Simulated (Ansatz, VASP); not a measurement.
# Al: VASP beside Ansatz

```
Al
1.0
    -2.31781    2.31781    2.24924
     2.31781   -2.31781    2.24924
     2.31781    2.31781   -2.24924
Al
3
Direct
  0.56129 0.56129 0.00000
  0.35829 0.85829 0.50000
  0.85829 0.35829 0.50000
```

Alike in both runs: task relaxation of cell and atoms; functional PBE; k mesh 6 × 6 × 6; occupations gaussian, width 0.1 eV; no spin polarisation.

```csv
,VASP,Ansatz
version,VASP 6.6.1,Ansatz 0.2.0
potentials or method,"VASP PAW PBE potentials, release 64 (Al), cutoff 600 eV","scalar-relativistic, plane waves, PAW"
valence electrons in the cell,9,9
```

|  | VASP | Ansatz | Ansatz less VASP |
| --- | --- | --- | --- |
| gap on the k mesh at the Fermi level, each at its own relaxed structure (eV) | none | none | - |
| relaxed volume (Å³/atom) | 19.79 | 19.75 | -0.039 |
| relaxed length of the cell vector where the two differ most in proportion (Å) | 4.381 | 4.376 | -0.0050 |

A gap of «none» marks a metal or a gap that the smearing closes.

Noted on VASP's run: the volume moved by over 15 % at a fixed basis, so the end points are rough.
